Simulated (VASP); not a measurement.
Here is a VASP 6.6.1 calculation.

INCAR

```
ALGO = Normal ; EDIFF = 1E-6
ENCUT = 750 ; GGA = CA
GGA_COMPAT = F ; ISIF = 2
ISMEAR = 0 ; LASPH = T
LCHARG = F ; LREAL = F
LWAVE = F ; NBANDS = 15
NELM = 120 ; PREC = Accurate
SIGMA = 0.05
```

KPOINTS

```
k-points
0
Gamma
  10 10 10
```

File POSCAR:

```
MgO
1.0
    0.0000000000      2.1351500000      2.1351500000
    2.1351500000      0.0000000000      2.1351500000
    2.1351500000      2.1351500000      0.0000000000
Mg O
1 1
Direct
    0.0000000000      0.0000000000      0.0000000000
    0.5000000000      0.5000000000      0.4531648830
```

Potentials or basis: VASP PAW LDA potentials, release 64 (Mg_sv, O).

Command:

```bash
$ cat potpaw_LDA.64/Mg_sv/POTCAR potpaw_LDA.64/O/POTCAR > POTCAR
$ mpirun -np 1 vasp_std > vasp.out
```

(1) What does it give for the band gap on the k mesh?

(2) What does it give for the pressure?

(3) Estimate the largest force.

Answers

(1) 4.28 eV.

(2) -10.0 GPa.

(3) 0.599 eV/Å.

Caveat: the cell differs from its parent crystal (atom 2 (O) moved by (-0.100, -0.100) A along x and y); the cell stands under tension.
